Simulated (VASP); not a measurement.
Pd, 1 atom in the cell. It takes space group Fm-3m (No. 225, cubic). The conventional cell has a = 3.947 Å, b = 3.947 Å, c = 3.947 Å, α = 90.00°, β = 90.00°, γ = 90.00°. Within 3.7 Å of Pd (site symmetry m-3m) lie 12 Pd at 2.79 Å. 

| Property | Result |
| --- | --- |
| Program | VASP 6.6.1 |
| Task | single point |
| Functional | PBE |
| Potentials or basis | VASP PAW PBE potentials, release 64 (Pd) |
| Cutoff | 500 eV |
| k mesh | 14 × 14 × 14 |
| Occupations | methfessel-paxton, width 0.3 eV |
| Spin | collinear spin |
| Starting moments | [0.288] μB |
| Dipole correction | no |
| Further INCAR settings | ALGO = Normal; EDIFF = 1e-06; NBANDS = 15 |

Potentials or basis: VASP PAW PBE potentials, release 64 (Pd).

Command:

```sh
$ cat potpaw_PBE.64/Pd/POTCAR > POTCAR
$ mpirun -np 1 vasp_std > vasp.out
```

Hardware: 1 thread of AMD EPYC 7R13 Processor (Zen 3), with other jobs on the host.

**Question.** Estimate the wall time of this run.

**Answer.** Run time: 34 s on 1 thread of AMD EPYC 7R13 Processor (Zen 3), with other jobs on the host, peak memory 0.12 GiB. Counts: scf iterations 14, k points 104.
